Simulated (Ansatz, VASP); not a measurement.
## Ga: VASP beside Ansatz

```xyz
1
Lattice="-1.3844 1.3844 2.3112 1.3844 -1.3844 2.3112 1.3844 1.3844 -2.3112" Properties=species:S:1:pos:R:3 pbc="T T T"
Ga    0.0000    0.0000    0.0000
```

Alike in both runs: task single point; functional revpbe exchange, lda correlation; k mesh 13 × 13 × 13; occupations gaussian, width 0.1 eV; collinear spin.

```csv
,VASP,Ansatz
version,VASP 6.6.1,Ansatz 0.2.0
potentials or method,"VASP PAW PBE potentials, release 64 (Ga_d), cutoff 500 eV","all-electron LAPW, scalar-relativistic"
```

Ansatz gave:

| Property | Result |
| --- | --- |
| gap on the k mesh at the Fermi level (eV) | none |
| pressure (GPa) | 13.5 |
| traceless stress, the component that is largest in VASP (GPa) | -0.03 |
| net moment per atom (μB) | 0.00 |

Which values does VASP return?

gap on the k mesh at the Fermi level (eV): none; pressure (GPa): 13.5; traceless stress, the component that is largest in VASP (GPa): -0.07; net moment per atom (μB): 0.00.

VASP's potentials were made for PBE, not for revpbe exchange, lda correlation. A gap of «none» marks a metal or a gap that the smearing closes. Ansatz ran all-electron here, and VASP with PAW potentials.
